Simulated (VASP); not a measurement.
# BeTe (F-43m) in VASP: a series of runs, part 2 of 2

VASP 6.6.1.

### Step 5. Single point, PBEsol, non-collinear spin, zero start, spin-orbit coupling

This run uses another cell than the first one, of 22.82 Å³/atom.

Contents of INCAR:

```
SYSTEM = BeTe
  PREC = Accurate
  ENCUT = 520
  EDIFF = 1E-7
  ISMEAR = 0
  SIGMA = 0.01
  LREAL = .FALSE.
  LASPH = .TRUE.
  NELM = 150
  ALGO = Normal
  ISIF = 2
  LWAVE = .FALSE.
  LCHARG = .FALSE.
  MAGMOM = 0 0 0 0 0 0
  LORBIT = 11
  LSORBIT = .TRUE.
  GGA_COMPAT = .FALSE.
  LORBMOM = .TRUE.
  GGA = PS
  NBANDS = 20
```

Contents of KPOINTS:

```
Automatic mesh
0
G
  8 8 8
  0 0 0
```

Contents of POSCAR:

```
BeTe
1.0
    2.8362591507      2.8362591507      0.0000000000
   -2.8362591507      2.8362591507      0.0000000000
    0.0000000000      2.8362591507      2.8362591507
Be Te
1 1
Direct
    0.0000000000      0.0000000000      0.0000000000
    0.7500000000      0.2500000000      0.5000000000
```

Potentials or basis: VASP PAW PBE potentials, release 64 (Be, Te).

On the command line:

```sh
cat potpaw_PBE.64/Be/POTCAR potpaw_PBE.64/Te/POTCAR > POTCAR
mpirun -np 1 vasp_ncl > vasp.out
```

OUTCAR:

```text
SYSTEM = BeTe
   PREC = Accurate
   ENCUT = 520
   EDIFF = 1E-7
   ISMEAR = 0
   LREAL = .FALSE.
   LASPH = .TRUE.
   NELM = 150
   ISIF = 2
   LORBIT = 11
   LSORBIT = .TRUE.
   GGA = PS

 ion  position               nearest neighbor table
   1  0.000  0.000  0.000-   2 2.46   2 2.46   2 2.46   2 2.46
   2  0.750  0.250  0.500-   1 2.46   1 2.46   1 2.46   1 2.46

  LATTYP: Found a face centered cubic cell.
 ALAT       =     5.6725183014

  Lattice vectors:

 A1 = (   0.0000000000,   2.8362591507,   2.8362591507)
 A2 = (   2.8362591507,   0.0000000000,   2.8362591507)
 A3 = (   2.8362591507,   2.8362591507,   0.0000000000)

Analysis of symmetry for initial positions (statically):
=====================================================================
 Subroutine PRICEL returns:
 Original cell was already a primitive cell.

 Routine SETGRP: Setting up the symmetry group for a
 face centered cubic supercell.

 Subroutine GETGRP returns: Found 24 space group operations
 (whereof 24 operations were pure point group operations)
 out of a pool of 48 trial point group operations.

The static configuration has the point symmetry T_d .

Analysis of symmetry for dynamics (positions and initial velocities):
=====================================================================
 Subroutine PRICEL returns:
 Original cell was already a primitive cell.

 Routine SETGRP: Setting up the symmetry group for a
 face centered cubic supercell.

 Subroutine GETGRP returns: Found 24 space group operations
 (whereof 24 operations were pure point group operations)
 out of a pool of 48 trial point group operations.

The dynamic configuration has the point symmetry T_d .

Analysis of structural, dynamic, and magnetic symmetry:
=====================================================================
 Subroutine PRICEL returns:
 Original cell was already a primitive cell.

 Routine SETGRP: Setting up the symmetry group for a
 face centered cubic supercell.

 Subroutine GETGRP returns: Found 24 space group operations
 (whereof 24 operations were pure point group operations)
 out of a pool of 48 trial point group operations.

The overall configuration has the point symmetry T_d .

 Subroutine INISYM returns: Found 24 space group operations
 (whereof 24 operations are pure point group operations),
 and found     1 'primitive' translations

----------------------------------------------------------------------------------------

                                     Primitive cell

  volume of cell :      45.6318

  direct lattice vectors                    reciprocal lattice vectors
     2.836259151  2.836259151  0.000000000     0.176288545  0.176288545 -0.176288545
    -2.836259151  2.836259151  0.000000000    -0.176288545  0.176288545 -0.176288545
     0.000000000  2.836259151  2.836259151     0.000000000  0.000000000  0.352577091

  length of vectors
     4.011076157  4.011076157  4.011076157     0.305340717  0.305340717  0.352577091

[... 696 lines left out ...]

  FORCE on cell =-STRESS in cart. coord.  units (eV):
  Direction    XX          YY          ZZ          XY          YZ          ZX
  --------------------------------------------------------------------------------------
  -------------------------------------------------------------------------------------
  Total       -0.5003029     -0.5003029     -0.5003029      0.0000000     -0.0000000      0.0000000
  in kB      -17.5661228    -17.5661228    -17.5661228      0.0000000     -0.0000000      0.0000000
  external PRESSURE =     -17.5661228 kB  Pullay stress =       0.0000000 kB

 VOLUME and BASIS-vectors are now :
 -----------------------------------------------------------------------------
  energy-cutoff  :      520.00
  volume of cell :       45.63
      direct lattice vectors                 reciprocal lattice vectors
     2.836259151  2.836259151  0.000000000     0.176288545  0.176288545 -0.176288545
    -2.836259151  2.836259151  0.000000000    -0.176288545  0.176288545 -0.176288545
     0.000000000  2.836259151  2.836259151     0.000000000  0.000000000  0.352577091

 POSITION                                       TOTAL-FORCE (eV/Angst)
 -----------------------------------------------------------------------------------
      0.00000      0.00000      0.00000         0.000000      0.000000     -0.000000
      1.41813      4.25439      1.41813        -0.000000     -0.000000      0.000000
 -----------------------------------------------------------------------------------
    total drift:                               -0.000000      0.000000     -0.000000

  FREE ENERGIE OF THE ION-ELECTRON SYSTEM (eV)
  ---------------------------------------------------
  free  energy   TOTEN  =        -8.2937733811 eV

  energy  without entropy=       -8.2937733811  energy(sigma->0) =       -8.29377338

 orbital moment (x)

 # of ion     p       d       tot
 ----------------------------------------
  1        -0.000   0.000  -0.000
  2        -0.000   0.000  -0.000
 ----------------------------------------
           -0.000   0.000  -0.000

 orbital moment (y)

 # of ion     p       d       tot
 ----------------------------------------
  1         0.000   0.000   0.000
  2        -0.000  -0.000  -0.000
 ----------------------------------------
           -0.000  -0.000  -0.000

 orbital moment (z)

 # of ion     p       d       tot
 ----------------------------------------
  1        -0.000   0.000  -0.000
  2         0.000   0.000   0.000
 ----------------------------------------
           -0.000   0.000  -0.000

 Spin-Orbit-Coupling matrix elements

 Ion:    1  E_soc:     -0.0000088
 l=   1
     0.0000000    -0.0000015    -0.0000015
    -0.0000015     0.0000000    -0.0000015
    -0.0000015    -0.0000015     0.0000000
 l=   2
     0.0000000     0.0000000     0.0000000     0.0000000     0.0000000
     0.0000000     0.0000000     0.0000000     0.0000000     0.0000000
     0.0000000     0.0000000     0.0000000     0.0000000     0.0000000
     0.0000000     0.0000000     0.0000000     0.0000000     0.0000000
     0.0000000     0.0000000     0.0000000     0.0000000     0.0000000
 l=   3
     0.0000000     0.0000000     0.0000000     0.0000000     0.0000000     0.0000000     0.0000000
     0.0000000     0.0000000     0.0000000     0.0000000     0.0000000     0.0000000     0.0000000
     0.0000000     0.0000000     0.0000000     0.0000000     0.0000000     0.0000000     0.0000000
     0.0000000     0.0000000     0.0000000     0.0000000     0.0000000     0.0000000     0.0000000
     0.0000000     0.0000000     0.0000000     0.0000000     0.0000000     0.0000000     0.0000000
     0.0000000     0.0000000     0.0000000     0.0000000     0.0000000     0.0000000     0.0000000
     0.0000000     0.0000000     0.0000000     0.0000000     0.0000000     0.0000000     0.0000000

 Ion:    2  E_soc:     -0.1744161
 l=   1
     0.0000000    -0.0289483    -0.0289483
    -0.0289483     0.0000000    -0.0289483
    -0.0289483    -0.0289483     0.0000000
 l=   2
     0.0000000    -0.0000521     0.0000000    -0.0000521    -0.0000689
    -0.0000521     0.0000000    -0.0000517    -0.0000521    -0.0000172
     0.0000000    -0.0000517     0.0000000    -0.0000517     0.0000000
    -0.0000521    -0.0000521    -0.0000517     0.0000000    -0.0000172
    -0.0000689    -0.0000172     0.0000000    -0.0000172     0.0000000
 l=   3
     0.0000000     0.0000000     0.0000000     0.0000000     0.0000000     0.0000000     0.0000000
     0.0000000     0.0000000     0.0000000     0.0000000     0.0000000     0.0000000     0.0000000
     0.0000000     0.0000000     0.0000000     0.0000000     0.0000000     0.0000000     0.0000000
     0.0000000     0.0000000     0.0000000     0.0000000     0.0000000     0.0000000     0.0000000
     0.0000000     0.0000000     0.0000000     0.0000000     0.0000000     0.0000000     0.0000000
     0.0000000     0.0000000     0.0000000     0.0000000     0.0000000     0.0000000     0.0000000
     0.0000000     0.0000000     0.0000000     0.0000000     0.0000000     0.0000000     0.0000000

 total charge

# of ion       s       p       d       tot
------------------------------------------
    1        0.367   0.552   0.000   0.919
    2        1.333   2.125   0.031   3.490
--------------------------------------------------
tot          1.700   2.677   0.031   4.409

 magnetization (x)

# of ion       s       p       d       tot
------------------------------------------
    1       -0.000   0.000   0.000  -0.000
    2       -0.000   0.000   0.000   0.000
--------------------------------------------------
tot         -0.000   0.000   0.000  -0.000

 magnetization (y)

# of ion       s       p       d       tot
------------------------------------------
    1        0.000  -0.000   0.000   0.000
    2       -0.000   0.000   0.000   0.000
--------------------------------------------------
tot          0.000  -0.000   0.000   0.000

 magnetization (z)

# of ion       s       p       d       tot
------------------------------------------
    1       -0.000  -0.000   0.000  -0.000
    2        0.000   0.000   0.000   0.000
--------------------------------------------------
tot         -0.000  -0.000   0.000  -0.000
```

OSZICAR:

```text
N       E                     dE             d eps       ncg     rms          rms(c)
DAV:   1     0.229577240040E+02    0.22958E+02   -0.28391E+03  1720   0.646E+02
DAV:   2    -0.644241526775E+01   -0.29400E+02   -0.26752E+02  2248   0.111E+02
DAV:   3    -0.838212208689E+01   -0.19397E+01   -0.19191E+01  2328   0.296E+01
DAV:   4    -0.841424955766E+01   -0.32127E-01   -0.32112E-01  2196   0.418E+00
DAV:   5    -0.841497149880E+01   -0.72194E-03   -0.72192E-03  2196   0.622E-01    0.474E+00
DAV:   6    -0.832654410958E+01    0.88427E-01   -0.28525E-02  2076   0.119E+00    0.286E+00
DAV:   7    -0.829595274874E+01    0.30591E-01   -0.25238E-02  2120   0.102E+00    0.183E+00
DAV:   8    -0.829364437443E+01    0.23084E-02   -0.52919E-03  2280   0.466E-01    0.241E-01
DAV:   9    -0.829371507436E+01   -0.70700E-04   -0.67801E-04  2048   0.203E-01    0.425E-02
DAV:  10    -0.829376430318E+01   -0.49229E-04   -0.68098E-05  2028   0.590E-02    0.121E-02
DAV:  11    -0.829377283727E+01   -0.85341E-05   -0.87238E-06  2064   0.205E-02    0.729E-03
DAV:  12    -0.829377309464E+01   -0.25737E-06   -0.34364E-07  2120   0.398E-03    0.307E-03
DAV:  13    -0.829377337044E+01   -0.27580E-06   -0.35819E-07  1940   0.384E-03    0.166E-03
DAV:  14    -0.829377338111E+01   -0.10671E-07   -0.13184E-08  1640   0.773E-04
   1 F= -.82937734E+01 E0= -.82937734E+01  d E =-.120148E-12  mag=     0.0000     0.0000    -0.0000
```

Wall time 99 s (1 thread of AMD EPYC 7R13, shared host); peak memory 0.28 GiB.

What came out:

| Item | Value |
| --- | --- |
| Free energy | -8.2938 eV |
| Pressure | -1.8 GPa |
| Net moment | 0.00 μB per cell |
| Valence electrons inside the program's atomic spheres | Be 0.92; Te 3.49 |

Moments on the atoms (μB; x, y, z):
```
Be  0.00 0.00 0.00
Te  0.00 0.00 0.00
```

Caveat: the PAW data sets were made with another functional, which shifts forces and pressure a little.

### Step 6. The runs side by side

| cell | pressure (GPa) | moment (μB) |
| --- | --- | --- |
| a = 3.886 Å, angles 60.0, 60.0, 90.0°, 2 atoms | 4.3 | 0.00 |
| a = 3.923 Å, angles 60.0, 60.0, 90.0°, 2 atoms | 2.3 | 0.00 |
| a = 3.964 Å, angles 60.0, 60.0, 90.0°, 2 atoms | 0.3 | 0.00 |
| a = 4.011 Å, angles 60.0, 60.0, 90.0°, 2 atoms | -1.8 | 0.00 |

Alike in all rows: task single point; level PBEsol; potentials or basis VASP PAW PBE potentials, release 64 (Be, Te); spin non-collinear, zero start, SOC; k mesh 8 × 8 × 8; cutoff (eV) 520; smearing gaussian 0.01 eV.

Caveats: the PAW data sets were made with another functional, which shifts forces and pressure a little; the cell stands under pressure (at least some runs).

Total energies depend on the potentials used, so only differences within one code and one set of settings carry meaning.
